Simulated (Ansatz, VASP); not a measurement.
# YI in VASP and in Ansatz

INCAR

```
ALGO = Normal
EDIFF = 1E-6
ENCUT = 520
ISIF = 2
ISMEAR = -1
LASPH = True
LCHARG = False
LREAL = False
LWAVE = False
NBANDS = 26
NELM = 60
PREC = Accurate
SIGMA = 0.05
```

Contents of KPOINTS:

```
k-points
0
Gamma
  7 7 3
```

File POSCAR:

```
YI
1.0
    4.0335613826      0.0000000000      0.0000000000
   -2.0167806913      3.4931666250      0.0000000000
    0.0000000000      0.0000000000     11.2967757953
Y I
2 2
Direct
    0.6666666667      0.3333333333      0.6267270000
    0.3333333333      0.6666666667      0.3732730000
    0.3333333333      0.6666666667      0.8199750000
    0.6666666667      0.3333333333      0.1800250000
```

Input for Ansatz:

```yaml
crystal:
  lattice:
    - [4.0335613826, 0.0, 0.0]
    - [-2.0167806913, 3.493166625, 0.0]
    - [0.0, 0.0, 11.2967757953]
  atoms:
    - { symbol: "Y", position: [0.6666666667, 0.3333333333, 0.626727] }
    - { symbol: "Y", position: [0.3333333333, 0.6666666667, 0.373273] }
    - { symbol: I, position: [0.3333333333, 0.6666666667, 0.819975] }
    - { symbol: I, position: [0.6666666667, 0.3333333333, 0.180025] }
kpoints:
  mp_grid: { grid: [7, 7, 3] }
scf:
  occupations: { method: fermi_dirac, width: 0.05 }
hamiltonian:
  xc: lda
  pseudopotentials: { kind: paw }
output:
  forces: true
  stress: true
  eigenvalues: true
```

Change from the starting cell: volume scaled by 1.06, no spin polarisation, PAW files.

Alike in both runs: task single point; functional LDA; k mesh 7 × 7 × 3; occupations fermi-dirac, width 0.05 eV; no spin polarisation.

|  | VASP | Ansatz |
| --- | --- | --- |
| version | VASP 6.6.1 | Ansatz 0.2.0 |
| potentials or method | VASP PAW LDA potentials, release 64 (Y_sv, I) | PAW with Ansatz's default frozen-core files, scalar-relativistic |
| plane-wave cutoff (eV) | 520 | 420 |
| valence electrons in the cell | 36 | 56 |

```csv
,VASP,Ansatz,Ansatz less VASP
pressure (GPa),-4.6,-4.6,-0.01
rms of the force components (eV/Å),0.311,0.313,+0.0020
```

LDA's correlation is that of Perdew and Zunger in VASP and of Perdew and Wang (1992) in Ansatz. Atom by atom the forces differ by 0.002 eV/Å (rms over components). VASP's potentials hold 36 valence electrons a cell and Ansatz's 56, so a difference there can come from the potentials and not from the codes.

Spin-orbit coupling is off throughout.
